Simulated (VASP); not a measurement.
NbP: single point with r2SCAN

NbP:

```
Nb P
1.0
    -1.65232    1.65232    5.67412
     1.65232   -1.65232    5.67412
     1.65232    1.65232   -5.67412
Nb P
2 2
Direct
  0.74982 0.74982 0.00000
  0.49982 0.99982 0.50000
  0.33281 0.33281 0.00000
  0.08281 0.58281 0.50000
```

* Program: VASP 6.6.1
* Task: single point
* Functional: r2SCAN
* Potentials or basis: VASP PAW PBE potentials, release 64 (Nb_sv, P)
* Cutoff: 520 eV
* k mesh: 8 × 8 × 8
* Occupations: fermi-dirac, width 0.02 eV
* Spin: no spin polarisation

```
Pressure               : 6.0 GPa
Largest force          : 0.018 eV/Å
Band gap on the k mesh : zero (bands 18 and 19 overlap by 0.04 eV)
```

Forces in eV/Å, atoms in the order of the input:
```
Nb   0.000  0.000  0.018
Nb   0.000  0.000  0.018
P    0.000  0.000 -0.018
P    0.000  0.000 -0.018
```

Stress tensor (GPa, compression positive):
```
6.22 0.00 0.00
0.00 6.22 0.00
0.00 0.00 5.54
```

Levels at points of the mesh, in eV from the Fermi level:
| k point | band 16 | band 17 | band 18 | band 19 | band 20 | band 21 |
| --- | --- | --- | --- | --- | --- | --- |
| (0.00, 0.00, 0.00) | -1.89 | -1.49 | -1.49 | 0.93 | 1.77 | 2.93 |
| (0.50, 0.00, 0.00) | -2.07 | -1.69 | -0.16 | 0.09 | 1.45 | 2.73 |
| (0.50, 0.50, 0.00) | -3.13 | -0.50 | -0.50 | 3.34 | 3.34 | 3.41 |
| (0.50, 0.50, 0.50) | -2.91 | -0.59 | -0.59 | 1.32 | 1.32 | 2.57 |

It took 34 min on 1 thread of Intel Xeon 8259CL, on a shared host, peak memory 0.37 GiB.

Caveat: the cell stands under pressure; the PAW data sets were made with another functional, which shifts forces and pressure a little.
